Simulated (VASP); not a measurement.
Write the native input for VASP 6.6.1 that does the following.

| Item | Value |
| --- | --- |
| Task | electric field gradients |
| Functional | PBE |
| Potentials or basis | VASP PAW PBE potentials, release 64 (Cu, I) |
| Cutoff | 520 eV |
| k mesh | 5 × 5 × 6 |
| Occupations | fermi-dirac, width 0.02 eV |
| Spin | no spin polarisation |
| Dipole correction | no |
| Further INCAR settings | ALGO = Normal; EDIFF = 1e-08; NBANDS = 26 |

The structure of CuI lies in POSCAR:

```
CuI
1.0
    3.7578912747     -3.7356638172      0.0000000000
    3.7578912747      3.7356638172      0.0000000000
    0.0000000000      0.0000000000      4.3355216646
Cu I
2 2
Direct
    0.4204388300      0.5795611700      0.7500000000
    0.5795611700      0.4204388300      0.2500000000
    0.7700426800      0.2299573200      0.7500000000
    0.2299573200      0.7700426800      0.2500000000
```

This cell differs from its parent crystal: volume scaled by 1.02.

The input as run:

INCAR

```
SYSTEM = CuI
PREC = Accurate ; ENCUT = 520
EDIFF = 1E-8 ; ISMEAR = -1
SIGMA = 0.02 ; LREAL = .FALSE.
LASPH = .TRUE. ; NELM = 80
ALGO = Normal ; ISIF = 2
LWAVE = .FALSE. ; LCHARG = .FALSE.
GGA = PE ; LEFG = .TRUE.
NBANDS = 26
```

KPOINTS

```
regular mesh
0
G
  5 5 6
  0 0 0
```

Potentials or basis: VASP PAW PBE potentials, release 64 (Cu, I).

Command:

```bash
$ cat potpaw_PBE.64/Cu/POTCAR potpaw_PBE.64/I/POTCAR > POTCAR
$ mpirun -np 1 vasp_std > vasp.out
```

It gave:

| Quantity | Value |
| --- | --- |
| Pressure | 0.6 GPa |
| Largest force | 0.080 eV/Å |
| Band gap on the k mesh | 1.02 eV, direct |

Caveat: without QUAD_EFG the Cq values of the log hold for a quadrupole moment of 1 mb, not for the nuclei; spin-orbit coupling is left out, which moves the levels of the heavy elements.

It took 2.5 min on 1 thread of Oxide Virtual Turin-like Processor, with other jobs on the host, peak memory 0.24 GiB.
